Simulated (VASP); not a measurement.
Crystal: InAs.

```
In As
1.0
     0.00000    2.75418    2.75418
     2.75418    0.00000    2.75418
     2.75418    2.75418    0.00000
In As
1 1
Cartesian
  0.0000 0.0000 0.0000
  2.7542 2.7542 2.7542
```

```yaml
Program: VASP 6.6.1
Task: relaxation of cell and atoms
Functional: PBEsol
Potentials_or_basis: VASP PAW PBE potentials, release 64 (In_d, As)
Cutoff: 500 eV
k_mesh: 6 × 6 × 6
Occupations: fermi-dirac, width 0.03 eV
Spin: no spin polarisation
```

At the start: pressure 6.8 GPa; volume 20.89 Å³/atom.

Problem. Where does the relaxation end?

Solution. Over 3 steps the energy falls by 35.0 meV/atom and the volume is 22.65 Å³/atom (+8.4 %); space group Fm-3m (No. 225, to 0.1 Å) before and after.

Step by step:
```
step  energy change (eV)  largest force (eV/Å)  pressure (GPa)  volume (Å³)
   1              0.0000                0.0000            6.81        41.78
   2             -0.0501                0.0000           -2.92        47.39
   3             -0.0699                0.0000            0.00        45.31
```

Final structure:
```cif
data_structure
_symmetry_space_group_name_H-M 'P 1'
_symmetry_Int_Tables_number 1
_cell_length_a 4.0015
_cell_length_b 4.0015
_cell_length_c 4.0015
_cell_angle_alpha 60.000
_cell_angle_beta 60.000
_cell_angle_gamma 60.000
_cell_volume 45.31
loop_
_atom_site_label
_atom_site_type_symbol
_atom_site_fract_x
_atom_site_fract_y
_atom_site_fract_z
_atom_site_occupancy
In1 In 0.00000 0.00000 0.00000 1
As1 As 0.50000 0.50000 0.50000 1
```

Caveat: the PAW data sets were made with another functional, which shifts forces and pressure a little.
